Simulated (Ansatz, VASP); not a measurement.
Al2O3: VASP beside Ansatz

```
Al O
1.0
     2.92759    0.00000    0.00000
    -1.46379    2.53537    0.00000
     0.00000    0.00000    9.05665
Al O
2 3
Direct
  0.00000 0.00000 0.14999
  0.00000 0.00000 0.85001
  0.33333 0.66667 0.22232
  0.66667 0.33333 0.00000
  0.33333 0.66667 0.77768
```

Change from the starting cell: strain +0.015 along x and y, -0.030 along z, atoms carried along.

Alike in both runs: task single point; functional LDA; k mesh 12 × 12 × 4; occupations gaussian, width 0.05 eV; no spin polarisation.

```csv
,VASP,Ansatz
version,VASP 6.6.1,Ansatz 0.2.0
potentials or method,"VASP PAW LDA potentials, release 64 (Al, O), cutoff 520 eV","scalar-relativistic, plane waves, PAW"
valence electrons in the cell,24,24
```

```csv
,VASP,Ansatz,Ansatz less VASP
gap on the k mesh at the Fermi level (eV),4.31,4.33,+0.020
least direct gap on the mesh (eV),4.55,4.57,+0.015
pressure (GPa),-8.3,-8.9,-0.53
"traceless stress, the component that is largest in VASP (GPa)",8.38,8.85,+0.479
rms of the force components (eV/Å),0.283,0.288,+0.0048
```

LDA's correlation is that of Perdew and Zunger in VASP and of Perdew and Wang (1992) in Ansatz. Atom by atom the forces differ by 0.008 eV/Å (rms over components).
